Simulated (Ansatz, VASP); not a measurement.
## One calculation of CdS, two programs

INCAR

```
SYSTEM = CdS
PREC = Accurate ; ENCUT = 520
EDIFF = 1E-6 ; ISMEAR = 1
SIGMA = 0.05 ; LREAL = .False.
LASPH = .True. ; NELM = 80
ALGO = Normal ; ISIF = 2
LWAVE = .False. ; LCHARG = .False.
GGA = PE ; NBANDS = 26
```

KPOINTS

```
Automatic mesh
0
Gamma
  6 6 4
  0 0 0
```

POSCAR

```
CdS
1.0
    4.1500000000      0.0000000000      0.0000000000
   -2.0750000000      3.5940050000      0.0000000000
    0.0000000000      0.0000000000      6.7370000000
Cd S
2 2
Direct
    0.3333333333      0.6666666667      0.0000000000
    0.6666666667      0.3333333333      0.5000000000
    0.3333333333      0.6666666667      0.3750000000
    0.6666666667      0.3333333333      0.8750000000
```

Input for Ansatz:

```yaml
crystal:
  lattice:
    - [4.15, 0.0, 0.0]
    - [-2.075, 3.594005, 0.0]
    - [0.0, 0.0, 6.737]
  atoms:
    - { symbol: Cd, position: [0.3333333333333333, 0.6666666666666666, 0.0] }
    - { symbol: Cd, position: [0.6666666666666666, 0.3333333333333333, 0.5] }
    - { symbol: S, position: [0.3333333333333333, 0.6666666666666666, 0.375] }
    - { symbol: S, position: [0.6666666666666666, 0.3333333333333333, 0.875] }
basis:
  ecutwfc: 420.0
kpoints:
  mp_grid:
    grid: [6, 6, 4]
hamiltonian:
  xc: pbe
  pseudopotentials:
    kind: paw
scf:
  occupations:
    method: cold
    width: 0.05
output:
  stress: true
```

Alike in both runs: task single point; functional PBE; k mesh 6 × 6 × 4; no spin polarisation.

|  | VASP | Ansatz |
| --- | --- | --- |
| version | VASP 6.6.1 | Ansatz 0.2.0 |
| potentials or method | VASP PAW PBE potentials, release 64 (Cd, S), cutoff 520 eV | plane waves, PAW |
| occupations | methfessel-paxton of order 1, width 0.05 eV | cold, width 0.05 eV |
| valence electrons in the cell | 36 | 52 |

VASP gave:

| Quantity | Value |
| --- | --- |
| pressure (GPa) | 2.4 |
| traceless stress, the component that is largest in VASP (GPa) | 0.43 |

Task: What did Ansatz give for the same quantities?

Result: Pressure (GPa): 2.1; traceless stress, the component that is largest in VASP (GPa): 0.42.

VASP's potentials hold 36 valence electrons a cell and Ansatz's 52, so a difference there can come from the potentials and not from the codes.
